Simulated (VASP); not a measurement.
Runs of VASP 6.6.1 on PbO2. The structure is that of space group Fm-3m (No. 225), or close to it. The cells are those of the table. 

| level | potentials or basis | cell | k mesh | smearing | grid for exact exchange (PRECFOCK) | gap on the mesh (eV) | pressure (GPa) |
| --- | --- | --- | --- | --- | --- | --- | --- |
| LDA | VASP PAW LDA potentials, release 64 (Pb_d, O) | a = 3.743 Å, angles 60.0°, 3 atoms | 9 × 9 × 9 | fermi-dirac 0.05 eV | - | none | -1.0 |
| r2SCAN50 | VASP PAW PBE potentials, release 64 (Pb_d, O) | a = 3.821 Å, angles 60.0°, 3 atoms | 5 × 5 × 5 | fermi-dirac 0.05 eV | Normal | none | -22.8 |
| PBEsol | VASP PAW PBE potentials, release 64 (Pb_d, O) | a = 3.896 Å, angles 60.0°, 3 atoms | 9 × 9 × 9 | fermi-dirac 0.05 eV | - | none | (a) |
| PBE | VASP PAW PBE potentials, release 64 (Pb_d, O) | a = 3.821 Å, angles 60.0°, 3 atoms | 9 × 9 × 9 | gaussian 0.013 eV | - | none | (b) |
| LDA | VASP PAW LDA potentials, release 64 (Pb_d, O) | a = 3.770 Å, angles 60.0°, 3 atoms | 9 × 9 × 9 | fermi-dirac 0.05 eV | - | none | -4.3 |

Alike in all rows: task single point; no spin polarisation; cutoff (eV) 520.

Task: Fill in the values left out.

Result: (a) -11.8; (b) 0.6.

Caveats: some runs use coarse meshes; spin-orbit coupling is left out, which moves the levels of the heavy elements; the PAW data sets were made with another functional, which shifts forces and pressure a little (some runs).

A k mesh can miss the band edges, and the runs leave out spin-orbit coupling on Pb.

A gap of «none» marks levels without a gap at the run's occupations.
